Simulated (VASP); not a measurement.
Wanted: the native input for a VASP 6.6.1 run.

* Task: single point
* Functional: PBE
* Potentials or basis: VASP PAW PBE potentials, release 64 (Si, C)
* Cutoff: 520 eV
* k mesh: 12 × 12 × 4
* Occupations: gaussian, width 0.05 eV
* Spin: no spin polarisation
* Dipole correction: no
* Further INCAR settings: ALGO = Normal; EDIFF = 1e-06; NBANDS = 26

The structure of SiC lies in POSCAR:

```
SiC
1.0
    3.0941201807      0.0000000000      0.0000000000
   -1.5470600903      2.6795866789      0.0000000000
    0.0000000000      0.0000000000     10.1293391985
Si C
4 4
Direct
    0.6666666667      0.3333333333      0.9378441878
    0.3333333333      0.6666666667      0.4378441878
    0.0000000000      0.0000000000      0.6878995565
    0.0000000000      0.0000000000      0.1878995565
    0.6666666667      0.3333333333      0.7448712897
    0.3333333333      0.6666666667      0.2448712897
    0.0000000000      0.0000000000      0.4955116536
    0.0000000000      0.0000000000     -0.0044883464
```

This cell differs from its parent crystal: all C atoms moved -0.050 Å, as atom 5 along Cartesian [0 0 1].

The input as run:

INCAR

```
SYSTEM = SiC
PREC = Accurate ; ENCUT = 520
EDIFF = 1E-6 ; ISMEAR = 0
SIGMA = 0.05 ; LREAL = .FALSE.
LASPH = .TRUE. ; NELM = 100
ALGO = Normal ; ISIF = 2
LWAVE = .FALSE. ; LCHARG = .TRUE.
GGA = PE ; LELF = .TRUE.
LVHAR = .TRUE. ; NBANDS = 26
```

KPOINTS

```
Automatic mesh
0
G
  12 12 4
  0 0 0
```

Potentials or basis: VASP PAW PBE potentials, release 64 (Si, C).

Command:

```bash
$ cat potpaw_PBE.64/Si/POTCAR potpaw_PBE.64/C/POTCAR > POTCAR
$ mpirun -np 1 vasp_std > vasp.out
```

It gave:

```json
{
  "Pressure": "0.2 GPa",
  "Largest force": "0.820 eV/Å",
  "Band gap on the k mesh": "2.03 eV (least direct gap 3.52 eV)"
}
```

Caveat: the cell differs from its parent crystal (all C atoms moved -0.050 Å, as atom 5 along Cartesian [0 0 1]).

It took 49 s on 1 thread of Intel(R) Xeon(R) 6975P-C (Granite Rapids) (shared host), peak memory 0.24 GiB.
